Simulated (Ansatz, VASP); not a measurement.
# InGaTe3: VASP beside Ansatz

```xyz
5
Lattice="5.6489 0.0000 0.0000 0.0000 5.6489 0.0000 0.0000 0.0000 5.6489" Properties=species:S:1:pos:R:3 pbc="T T T"
In    2.8244    2.8244    2.8244
Ga    0.0000    0.0000    0.0000
Te    2.8244    0.0000    0.0000
Te    0.0000    2.8244    0.0000
Te    0.0000    0.0000    2.8244
```

Alike in both runs: task relaxation of cell and atoms; functional PBE; k mesh 4 × 4 × 4; occupations gaussian, width 0.1 eV; no spin polarisation.

|  | VASP | Ansatz |
| --- | --- | --- |
| version | VASP 6.6.1 | Ansatz 0.2.0 |
| potentials or method | VASP PAW PBE potentials, release 64 (In_d, Ga_d, Te), cutoff 600 eV | scalar-relativistic, plane waves, PAW |
| valence electrons in the cell | 44 | 74 |

|  | VASP | Ansatz | Ansatz less VASP |
| --- | --- | --- | --- |
| gap on the k mesh at the Fermi level, each at its own relaxed structure (eV) | none | none | - |
| relaxed volume (Å³/atom) | 32.94 | 32.74 | -0.204 |
| relaxed cell length with the largest relative difference (Å) | 5.482 | 5.470 | -0.0113 |

A gap of «none» marks a metal or a gap that the smearing closes. VASP's potentials hold 44 valence electrons a cell and Ansatz's 74, so a difference there can come from the potentials and not from the codes.

Neither program's run includes spin-orbit coupling.
